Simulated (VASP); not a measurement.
A run of VASP 6.6.1:

INCAR

```
ALGO = Normal
EDIFF = 1E-6
ENCUT = 520
GGA = CA
ISIF = 2
ISMEAR = -1
ISPIN = 2
LASPH = T
LCHARG = F
LMAXMIX = 6
LORBIT = 11
LREAL = F
LWAVE = F
MAGMOM = 7
NBANDS = 19
NELM = 150
PREC = Accurate
SIGMA = 0.05
```

The input KPOINTS:

```
k-points
0
Gamma
  10 10 10
```

The input POSCAR:

```
Gd
1.0
    0.0000000000      2.5858190000      2.5858190000
    2.5858190000      0.0000000000      2.5858190000
    2.5858190000      2.5858190000      0.0000000000
Gd
1
Direct
    0.0000000000      0.0000000000      0.0000000000
```

Potentials or basis: VASP PAW PBE potentials, release 64 (Gd).

Command:

```bash
$ cat potpaw_PBE.64/Gd/POTCAR > POTCAR
$ mpirun -np 1 vasp_std > vasp.out
```

Hardware: 1 thread of Intel Xeon 8259CL, with other jobs on the host.

**Question.** How long does it take, and how much memory?

**Answer.** It took 2.8 min on 1 thread of Intel Xeon 8259CL, with other jobs on the host, peak memory 0.19 GiB. Counts: scf iterations 22, k points 47.
